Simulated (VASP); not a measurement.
Rh, 1 atom in the cell. Symmetry: Fm-3m, No. 225, cubic system. The conventional cell has a = 3.803 Å, b = 3.803 Å, c = 3.803 Å, α = 90.00°, β = 90.00°, γ = 90.00°. Rh (site symmetry m-3m) has 12 Rh at 2.69 Å within 3.5 Å. 

* Program: VASP 6.6.1
* Task: electric field gradients
* Functional: PBE
* Potentials or basis: VASP PAW PBE potentials, release 64 (Rh_pv)
* Cutoff: 520 eV
* k mesh: 12 × 12 × 12
* Occupations: fermi-dirac, width 0.08 eV
* Spin: no spin polarisation
* Dipole correction: no
* Further INCAR settings: ALGO = Normal; EDIFF = 1e-08; NBANDS = 14

Potentials or basis: VASP PAW PBE potentials, release 64 (Rh_pv).

Command:

```bash
$ cat potpaw_PBE.64/Rh_pv/POTCAR > POTCAR
$ mpirun -np 1 vasp_std > vasp.out
```

Hardware: 1 thread of Intel Xeon 8259CL (shared host).

**Question.** Estimate the wall time of this run.

**Answer.** Run time: 21 s on 1 thread of Intel Xeon 8259CL (shared host), peak memory 0.13 GiB. Counts: scf iterations 13, k points 72.
